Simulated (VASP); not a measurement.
B:

```
B
1.0
    -1.24296    1.24296    1.24296
     1.24296   -1.24296    1.24296
     1.24296    1.24296   -1.24296
B
1
Direct
  0.00000 0.00000 0.00000
```

* Program: VASP 6.6.1
* Task: relaxation of cell and atoms
* Functional: r2SCAN
* Potentials or basis: VASP PAW PBE potentials, release 64 (B)
* Cutoff: 600 eV
* k mesh: 10 × 10 × 10
* Occupations: gaussian, width 0.1 eV
* Spin: no spin polarisation

At the start: pressure -30.2 GPa; volume 7.68 Å³/atom.

Problem. How do energy, volume and symmetry change on relaxing?

Solution. Over 3 steps the energy falls by 207.4 meV/atom and the volume is 6.04 Å³/atom (-21.4 %); space group Im-3m (No. 229, to 0.05 Å).

The path:
```
step  energy change (eV)  largest force (eV/Å)  pressure (GPa)  volume (Å³)
   1              0.0000                0.0000          -30.20         7.68
   2             -0.2047                0.0000           -5.74         6.18
   3             -0.2074                0.0000           -0.44         6.04
```

Final structure:
```
B
1.0
    -1.14726    1.14726    1.14726
     1.14726   -1.14726    1.14726
     1.14726    1.14726   -1.14726
B
1
Direct
  0.00000 0.00000 0.00000
```

Caveat: the volume moved by over 15 % at a fixed basis, so the end points are rough; the PAW data sets were made with another functional, which shifts forces and pressure a little.
